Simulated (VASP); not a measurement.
# Ca2Ge3N (P-4m2) in VASP: further runs

Ca2Ge3N is run at these levels: PBE; tasks: single point, relaxation of cell and atoms.

Program: VASP 6.6.1. These are calculated values, not measurements. Logs are shortened: lines on timing, memory, paths and dates and some standing lists are left out, and cuts for length are marked.

## (1) The cell of the first run

The structure is tetragonal, space group P-4m2 (No. 115). The conventional cell has a = 4.066 Å, b = 4.066 Å, c = 7.857 Å, α = 90.00°, β = 90.00°, γ = 90.00°. Within 3.3 Å of Ca (site symmetry 2mm) lie 1 Ca at 2.34 Å and 3 Ge at 2.76 to 3.21 Å. Within 2.9 Å of Ge (site symmetry -4m2) lie 4 Ge at 2.05 Å and 2 Ca at 2.76 Å and 4 N at 2.88 Å. Ge (site symmetry 2mm) has 2 Ge at 2.05 Å and 2 N at 2.05 Å within 2.7 Å. N (site symmetry -4m2) has 4 Ge at 2.05 Å within 2.7 Å.

The cell was built from a structure type or drawn by symmetry, and may not be a known phase.

## (2) Single point, PBE

INCAR reads:

```
SYSTEM = Ca2Ge3N
  ALGO = Normal
  EDIFF = 1E-6
  ENCUT = 520
  GGA = PE
  ISIF = 2
  ISMEAR = 0
  LASPH = .TRUE.
  LCHARG = .FALSE.
  LREAL = .FALSE.
  LWAVE = .FALSE.
  NBANDS = 42
  NELM = 100
  PREC = Accurate
  SIGMA = 0.1
```

KPOINTS reads:

```
k-points
0
G
  4 4 2
  0 0 0
```

POSCAR reads:

```
Ca2Ge3N
1.0
    4.0659544500      0.0000000000      0.0000000000
    0.0000000000      4.0659544500      0.0000000000
    0.0000000000      0.0000000000      7.8565322400
Ca Ge N
2 3 1
Direct
    0.0000000000      0.0000000000      0.8510027600
    0.0000000000      0.0000000000      0.1489972400
    0.0000000000      0.0000000000      0.5000000000
    0.0000000000      0.5000000000      0.4648008300
    0.5000000000      0.0000000000      0.5351991700
    0.5000000000      0.5000000000      0.5000000000
```

Potentials or basis: VASP PAW PBE potentials, release 64 (Ca_sv, Ge_d, N).

Launch:

```sh
cat potpaw_PBE.64/Ca_sv/POTCAR potpaw_PBE.64/Ge_d/POTCAR potpaw_PBE.64/N/POTCAR > POTCAR
mpirun -np 1 vasp_std > vasp.out
```

OUTCAR:

```text
SYSTEM = Ca2Ge3N
   EDIFF = 1E-6
   ENCUT = 520
   GGA = PE
   ISIF = 2
   ISMEAR = 0
   LASPH = .TRUE.
   LREAL = .FALSE.
   NELM = 100
   PREC = Accurate

 ion  position               nearest neighbor table
   1  0.000  0.000  0.851-   2 2.34   3 2.76
   2  0.000  0.000  0.149-   1 2.34   3 2.76
   3  0.000  0.000  0.500-   4 2.05   5 2.05   4 2.05   5 2.05   1 2.76   2 2.76
   4  0.000  0.500  0.465-   3 2.05   6 2.05   3 2.05   6 2.05
   5  0.500  0.000  0.535-   3 2.05   6 2.05   6 2.05   3 2.05
   6  0.500  0.500  0.500-   4 2.05   5 2.05   5 2.05   4 2.05

  LATTYP: Found a simple tetragonal cell.
 ALAT       =     4.0659544500
 C/A-ratio  =     1.9322725664

  Lattice vectors:

 A1 = (   4.0659544500,   0.0000000000,   0.0000000000)
 A2 = (   0.0000000000,   4.0659544500,   0.0000000000)
 A3 = (   0.0000000000,   0.0000000000,   7.8565322400)

Analysis of symmetry for initial positions (statically):
=====================================================================
 Subroutine PRICEL returns:
 Original cell was already a primitive cell.

 Routine SETGRP: Setting up the symmetry group for a
 simple tetragonal supercell.

 Subroutine GETGRP returns: Found  8 space group operations
 (whereof  8 operations were pure point group operations)
 out of a pool of 16 trial point group operations.

The static configuration has the point symmetry D_2d.

Analysis of symmetry for dynamics (positions and initial velocities):
=====================================================================
 Subroutine PRICEL returns:
 Original cell was already a primitive cell.

 Routine SETGRP: Setting up the symmetry group for a
 simple tetragonal supercell.

 Subroutine GETGRP returns: Found  8 space group operations
 (whereof  8 operations were pure point group operations)
 out of a pool of 16 trial point group operations.

The dynamic configuration has the point symmetry D_2d.

 Subroutine INISYM returns: Found  8 space group operations
 (whereof  8 operations are pure point group operations),
 and found     1 'primitive' translations

----------------------------------------------------------------------------------------

                                     Primitive cell

  volume of cell :     129.8841

  direct lattice vectors                    reciprocal lattice vectors
     4.065954450  0.000000000  0.000000000     0.245944713  0.000000000  0.000000000
     0.000000000  4.065954450  0.000000000     0.000000000  0.245944713  0.000000000
     0.000000000  0.000000000  7.856532240     0.000000000  0.000000000  0.127282619

  length of vectors
     4.065954450  4.065954450  7.856532240     0.245944713  0.245944713  0.127282619

  position of ions in fractional coordinates (direct lattice)
     0.000000000  0.000000000  0.851002760
     0.000000000  0.000000000  0.148997240
     0.000000000  0.000000000  0.500000000
     0.000000000  0.500000000  0.464800830
     0.500000000  0.000000000  0.535199170
     0.500000000  0.500000000  0.500000000

  ion indices of the primitive-cell ions
   primitive index   ion index
                 1           1
                 2           2
                 3           3
                 4           4
                 5           5
                 6           6

----------------------------------------------------------------------------------------

 KPOINTS: k-points

Automatic generation of k-mesh.
 Grid dimensions read from file:
 generate k-points for:    4    4    2

 Generating k-lattice:

  Cartesian coordinates                     Fractional coordinates (reciprocal lattice)
     0.061486178  0.000000000  0.000000000     0.250000000  0.000000000  0.000000000
     0.000000000  0.061486178  0.000000000     0.000000000  0.250000000  0.000000000
     0.000000000  0.000000000  0.063641310     0.000000000  0.000000000  0.500000000

  Length of vectors
     0.061486178  0.061486178  0.063641310

  Shift w.r.t. Gamma in fractional coordinates (k-lattice)
     0.000000000  0.000000000  0.000000000

 Subroutine IBZKPT returns following result:
 ===========================================

 Found     12 irreducible k-points:

 Following reciprocal coordinates:
            Coordinates               Weight
  0.000000  0.000000  0.000000      1.000000
  0.250000  0.000000  0.000000      4.000000
  0.500000  0.000000  0.000000      2.000000
  0.250000  0.250000  0.000000      4.000000
  0.500000  0.250000  0.000000      4.000000
  0.500000  0.500000  0.000000      1.000000
  0.000000  0.000000  0.500000      1.000000
  0.250000  0.000000  0.500000      4.000000
  0.500000  0.000000  0.500000      2.000000
  0.250000  0.250000  0.500000      4.000000
  0.500000  0.250000  0.500000      4.000000
  0.500000  0.500000  0.500000      1.000000
   k-points           NKPTS =     12   k-points in BZ     NKDIM =     12   number of bands    NBANDS=     42
   number of dos      NEDOS =    301   number of ions     NIONS =      6
   total plane-waves  NPLWV =  54000
   dimension x,y,z NGX =    30 NGY =   30 NGZ =   60
   dimension x,y,z NGXF=    60 NGYF=   60 NGZF=  120
   ions per type =               2   3   1
   NGX,Y,Z   is equivalent  to a cutoff of  12.27, 12.27, 12.70 a.u.
   NGXF,Y,Z  is equivalent  to a cutoff of  24.53, 24.53, 25.39 a.u.
 SYSTEM =  Ca2Ge3N
   PREC   = accura    normal or accurate (medium, high low for compatibility)
   ISTART =      0    job   : 0-new  1-cont  2-samecut
   ICHARG =      2    charge: 1-file 2-atom 10-const
   ISPIN  =      1    spin polarized calculation?
   LNONCOLLINEAR =      F non collinear calculations
   LSORBIT =      F    spin-orbit coupling
   LASPH  =      T    aspherical Exc in radial PAW
   ENCUT  =  520.0 eV  38.22 Ry    6.18 a.u.   7.56  7.56 14.61*2*pi/ulx,y,z
   NELM   =    100;   NELMIN=  2; NELMDL= -5     # of ELM steps
   EDIFF  = 0.1E-05   stopping-criterion for ELM
   LREAL  =      F    real-space projection
   EDIFFG = 0.1E-04   stopping-criterion for IOM
   NSW    =      0    number of steps for IOM
   IBRION =     -1    ionic relax: 0-MD 1-quasi-New 2-CG
   NFREE  =      0    steps in history (QN), initial steepest desc. (CG)
   ISIF   =      2    stress and relaxation
   ISYM   =      2    0-nonsym 1-usesym 2-fastsym
   POTIM  = 0.5000    time-step for ionic-motion
   TEBEG  =    0.0;   TEEND  =   0.0 temperature during run
   PSTRESS=    0.0 pullay stress
   NELECT =      67.0000    total number of electrons
   NUPDOWN=      -1.0000    fix difference up-down
   EMIN   =  10.00;   EMAX   =-10.00  energy-range for DOS
   EFERMI =   0.00;   METHOD = LEGACY
   ISMEAR =     0;   SIGMA  =   0.10  broadening in eV -4-tet -1-fermi 0-gaus
   EFERMI_NEDOS =   21; number of points for ismear=-14 and -15
   IALGO  =     38    algorithm
   IMIX   =      4    mixing-type and parameters
     AMIX     =   0.40;   BMIX     =  1.00
     AMIX_MAG =   1.60;   BMIX_MAG =  1.00
  volume/ion in A,a.u.               =      21.65       146.08
  Fermi-wavevector in a.u.,A,eV,Ry     =   1.312949  2.481113 23.454193  1.723835
  Thomas-Fermi vector in A             =   2.443306
   LORBIT       =      0    0 simple, 1 ext, 2 COOP (PROOUT), +10 PAW based schemes
   GGA     = PE    functional components
   LHFCALC =     F    Hartree Fock is set to
   AEXX    =    0.0000 exact exchange contribution
   IVDW    =     0    specifies the selected vdW correction
   LEPSILON=     F    determine dielectric tensor
   LRPA    =     F    only Hartree local field effects (RPA)
 non-spin polarized calculation
 Gauss-broadening in eV      SIGMA  =   0.10
  energy-cutoff  :      520.00
  volume of cell :      129.88
 maximum number of plane-waves:      3519
   NGX = 15   NGY = 15   NGZ = 29

 number of electron      66.9999962 magnetization

 Free energy of the ion-electron system (eV)
  ---------------------------------------------------
  ext. energy  EPLUGINS =         0.00000000
  ---------------------------------------------------
  free energy    TOTEN  =       -15.61396264 eV

  energy without entropy =      -15.59148179  energy(sigma->0) =      -15.60272221

 E-fermi :   4.5351     XC(G=0):  -9.4473

 val. band max:        4.4959593212   @ k =   0.5000   0.2500   0.0000
 cond. band min:       4.6039278418   @ k =   0.5000   0.5000   0.5000
 fundamental gap:      0.1079685206
 Fermi energy:         4.5350563517

 k-point     1 :       0.0000    0.0000    0.0000
  band No.  band energies     occupation
      1     -37.6403      2.00000
      2     -37.0784      2.00000
      3     -21.5084      2.00000
      4     -21.0781      2.00000
      5     -20.9972      2.00000
      6     -20.6960      2.00000
[... 34 lines left out ...]
     41       7.7825      0.00000
     42       7.8612      0.00000

 k-point     2 :       0.2500    0.0000    0.0000
  band No.  band energies     occupation
      1     -37.6388      2.00000
      2     -37.0772      2.00000
      3     -21.4266      2.00000
      4     -21.0185      2.00000
      5     -20.9309      2.00000
      6     -20.6960      2.00000
[... 34 lines left out ...]
     41       7.9697      0.00000
     42       8.1176      0.00000

 k-point     3 :       0.5000    0.0000    0.0000
  band No.  band energies     occupation
      1     -37.6374      2.00000
      2     -37.0760      2.00000
      3     -21.3596      2.00000
      4     -20.8465      2.00000
      5     -20.7615      2.00000
      6     -20.7329      2.00000
[... 34 lines left out ...]
     41       8.0487      0.00000
     42       8.3588      0.00000

 k-point     4 :       0.2500    0.2500    0.0000
  band No.  band energies     occupation
      1     -37.6374      2.00000
      2     -37.0760      2.00000
      3     -21.3097      2.00000
      4     -20.9884      2.00000
      5     -20.8587      2.00000
      6     -20.5998      2.00000
[... 304 lines left out ...]
     41       7.7066      0.00000
     42       8.0002      0.00000

 k-point    11 :       0.5000    0.2500    0.5000
  band No.  band energies     occupation
      1     -37.6358      2.00000
      2     -37.0750      2.00000
      3     -21.2009      2.00000
      4     -20.7638      2.00000
      5     -20.7620      2.00000
      6     -20.7305      2.00000
[... 34 lines left out ...]
     41       7.8065      0.00000
     42       8.3203      0.00000

 k-point    12 :       0.5000    0.5000    0.5000
  band No.  band energies     occupation
      1     -37.6344      2.00000
      2     -37.0738      2.00000
      3     -20.9150      2.00000
      4     -20.7294      2.00000
      5     -20.7294      2.00000
      6     -20.7034      2.00000
[... 34 lines left out ...]
     41       8.2492      0.00000
     42       8.6599      0.00000

------------------------ aborting loop because EDIFF is reached ----------------------------------------

  FORCE on cell =-STRESS in cart. coord.  units (eV):
  Direction    XX          YY          ZZ          XY          YZ          ZX
  --------------------------------------------------------------------------------------
  -------------------------------------------------------------------------------------
  Total       32.6901164     32.6901164     12.3004084      0.0000000      0.0000000      0.0000000
  in kB      403.2469899    403.2469899    151.7309574      0.0000000      0.0000000      0.0000000
  external PRESSURE =     319.4083124 kB  Pullay stress =       0.0000000 kB

 VOLUME and BASIS-vectors are now :
 -----------------------------------------------------------------------------
  energy-cutoff  :      520.00
  volume of cell :      129.88
      direct lattice vectors                 reciprocal lattice vectors
     4.065954450  0.000000000  0.000000000     0.245944713  0.000000000  0.000000000
     0.000000000  4.065954450  0.000000000     0.000000000  0.245944713  0.000000000
     0.000000000  0.000000000  7.856532240     0.000000000  0.000000000  0.127282619

 POSITION                                       TOTAL-FORCE (eV/Angst)
 -----------------------------------------------------------------------------------
      0.00000      0.00000      6.68593         0.000000     -0.000000     -3.553325
      0.00000      0.00000      1.17060         0.000000     -0.000000      3.553325
      0.00000      0.00000      3.92827         0.000000     -0.000000      0.000000
      0.00000      2.03298      3.65172         0.000000     -0.000000     -2.419048
      2.03298      0.00000      4.20481         0.000000     -0.000000      2.419048
      2.03298      2.03298      3.92827        -0.000000      0.000000      0.000000
 -----------------------------------------------------------------------------------
    total drift:                                0.000000      0.000000     -0.000000

  FREE ENERGIE OF THE ION-ELECTRON SYSTEM (eV)
  ---------------------------------------------------
  free  energy   TOTEN  =       -15.6139626383 eV

  energy  without entropy=      -15.5914817911  energy(sigma->0) =      -15.60272221
```

Wall time 39 s (1 thread of Intel Xeon 6975P-C (Granite Rapids), shared host); peak memory 0.24 GiB.

Results:

```yaml
Free_energy: -15.6140 eV
Pressure: 31.9 GPa
Largest_force: 3.553 eV/Å
Band_gap_on_the_k_mesh: zero (an odd number of electrons rules out a gap without spin polarisation)
```

Forces in eV/Å, atoms in the order of the input:
```
Ca   0.000  0.000 -3.553
Ca   0.000  0.000  3.553
Ge   0.000  0.000  0.000
Ge   0.000  0.000 -2.419
Ge   0.000  0.000  2.419
N    0.000  0.000  0.000
```

Stress tensor (GPa, compression positive):
```
40.32  0.00  0.00
 0.00 40.32  0.00
 0.00  0.00 15.17
```

Levels at points of the mesh, in eV from the Fermi level:
```
           k point  band 29  band 30  band 31  band 32  band 33  band 34  band 35  band 36  band 37  band 38
(0.00, 0.00, 0.00)    -4.65    -2.61    -2.11    -2.11    -0.82     0.43     0.89     1.11     1.22     1.56
(0.50, 0.00, 0.00)    -5.15    -3.95    -3.87    -0.63    -0.53     0.56     1.55     1.60     1.66     1.66
(0.50, 0.50, 0.00)    -2.48    -1.78    -1.78    -0.05    -0.05     0.19     0.50     0.50     1.77     2.56
(0.00, 0.00, 0.50)    -4.73    -2.09    -2.09    -1.89    -1.10    -0.88     0.48     1.18     1.18     2.30
(0.50, 0.00, 0.50)    -5.14    -4.02    -3.99    -0.51    -0.26     0.48     0.72     1.32     2.02     2.24
(0.50, 0.50, 0.50)    -2.76    -1.88    -1.88     0.07     0.07     0.44     0.44     0.56     1.80     2.98
```

Caveat: the k points lie up to 0.40 Å⁻¹ apart, too coarse for converged energies and pressures of a metal; forces of over 1 eV/Å act on the atoms, so gaps and moduli don't describe the material at rest.

## (3) Single point, PBE

This run uses another cell than the first one, of 29.75 Å³/atom.

INCAR reads:

```
SYSTEM = Ca2Ge3N
ALGO     = Normal         ! electronic algorithm
EDIFF    = 1E-6           ! SCF threshold, eV
ENCUT    = 520            ! plane-wave cutoff, eV
GGA      = PE             ! functional
ISIF     = 2              ! what is computed and relaxed
ISMEAR   = 0              ! smearing method
LASPH    = .True.         ! aspherical terms in the spheres
LCHARG   = .False.        ! write CHGCAR
LREAL    = .False.        ! projectors in reciprocal space
LWAVE    = .False.        ! write WAVECAR
NBANDS   = 42             ! bands
NELM     = 100            ! most SCF steps
PREC     = Accurate       ! precision mode
SIGMA    = 0.1            ! smearing width, eV
```

KPOINTS reads:

```
k-points
0
Gamma
  4 4 2
  0 0 0
```

POSCAR reads:

```
Ca2Ge3N
1.0
    4.1784134876      0.0000000000      0.0000000000
    0.0000000000      4.1784134876      0.0000000000
    0.0000000000      0.0000000000     10.2231670343
Ca Ge N
2 3 1
Direct
    0.0000000000      0.0000000000      0.8205304456
    0.0000000000      0.0000000000      0.1794695544
    0.0000000000      0.0000000000      0.5000000000
    0.0000000000      0.5000000000      0.3840207091
    0.5000000000      0.0000000000      0.6159792909
    0.5000000000      0.5000000000      0.5000000000
```

Potentials or basis: VASP PAW PBE potentials, release 64 (Ca_sv, Ge_d, N).

Launch:

```sh
cat potpaw_PBE.64/Ca_sv/POTCAR potpaw_PBE.64/Ge_d/POTCAR potpaw_PBE.64/N/POTCAR > POTCAR
mpirun -np 1 vasp_std > vasp.out
```

Run time: 48 s. Hardware: 1 thread of Intel Xeon 6975P-C (Granite Rapids), shared host; peak memory 0.3 GiB.

Results (log left out):

* Free energy: -22.5776 eV
* Pressure: 0.1 GPa
* Largest force: 0.022 eV/Å
* Band gap on the k mesh: zero (an odd number of electrons rules out a gap without spin polarisation)

Forces in eV/Å, atoms in the order of the input:
```
Ca   0.000  0.000  0.015
Ca   0.000  0.000 -0.015
Ge   0.000  0.000  0.000
Ge   0.000  0.000 -0.022
Ge   0.000  0.000  0.022
N    0.000  0.000  0.000
```

Stress tensor (GPa, compression positive):
```
0.05 0.00 0.00
0.00 0.05 0.00
0.00 0.00 0.29
```

Levels at points of the mesh, in eV from the Fermi level:
```csv
k point,band 32,band 33,band 34,band 35,band 36,band 37
"(0.00, 0.00, 0.00)",-1.09,-0.84,-0.84,-0.16,0.84,1.11
"(0.50, 0.00, 0.00)",-1.80,-1.61,-0.14,-0.02,0.89,1.21
"(0.50, 0.50, 0.00)",-0.15,0.77,1.00,1.00,1.04,1.30
"(0.00, 0.00, 0.50)",-0.84,-0.84,-0.27,-0.07,0.01,1.31
"(0.50, 0.00, 0.50)",-1.67,-1.59,-0.39,-0.14,0.78,1.19
"(0.50, 0.50, 0.50)",0.10,0.56,1.02,1.02,1.25,1.25
```

Caveat: the k points lie up to 0.38 Å⁻¹ apart, too coarse for converged energies and pressures of a metal.

(Part 1 of 2 ends here.)
